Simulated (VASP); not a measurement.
**Te: single point with PBEsol**

The system is Te.

```
Te
1.0
     4.31911    0.00000    0.00000
    -2.15955    3.74046    0.00000
     0.00000    0.00000    5.94992
Te
3
Direct
  0.71594 0.00000 0.33333
  0.00000 0.71594 0.66667
  0.28406 0.28406 0.00000
```

```yaml
Program: VASP 6.6.1
Task: single point
Functional: PBEsol
Potentials_or_basis: VASP PAW PBE potentials, release 64 (Te)
Cutoff: 520 eV
k_mesh: 12 × 12 × 8
Occupations: gaussian, width 0.1 eV
Spin: no spin polarisation
Dipole_correction: no
Further_INCAR_settings: ALGO = Normal; EDIFF = 1e-06; NBANDS = 16
```

```yaml
Pressure: 0.1 GPa
Largest_force: 0.018 eV/Å
Band_gap_on_the_k_mesh: zero (filled and empty bands touch)
```

Forces on the atoms (eV/Å):
```
Te  -0.018  0.000  0.000
Te   0.009 -0.015  0.000
Te   0.009  0.015  0.000
```

Stress tensor (GPa, compression positive):
```
0.05 0.00 0.00
0.00 0.05 0.00
0.00 0.00 0.16
```

Levels at points of the mesh, in eV from the Fermi level:
| k point | band 6 | band 7 | band 8 | band 9 | band 10 | band 11 | band 12 | band 13 |
| --- | --- | --- | --- | --- | --- | --- | --- | --- |
| (0.00, 0.00, 0.00) | -2.65 | -1.83 | -1.83 | -1.18 | 0.95 | 0.95 | 1.63 | 4.75 |
| (0.50, 0.00, 0.00) | -4.07 | -3.94 | -0.90 | -0.77 | 0.52 | 0.53 | 2.36 | 3.75 |
| (0.00, 0.00, 0.50) | -2.72 | -1.33 | -0.91 | -0.91 | 0.20 | 0.26 | 0.26 | 3.59 |
| (0.50, 0.00, 0.50) | -3.72 | -2.82 | -2.55 | -0.36 | 0.33 | 1.98 | 2.61 | 4.16 |

Run time: 67 s on 1 thread of Intel(R) Xeon(R) 6975P-C (Granite Rapids) (shared host), peak memory 0.31 GiB.

Caveat: the PAW data sets were made with another functional, which shifts forces and pressure a little; spin-orbit coupling is left out, which moves the levels of the heavy elements.
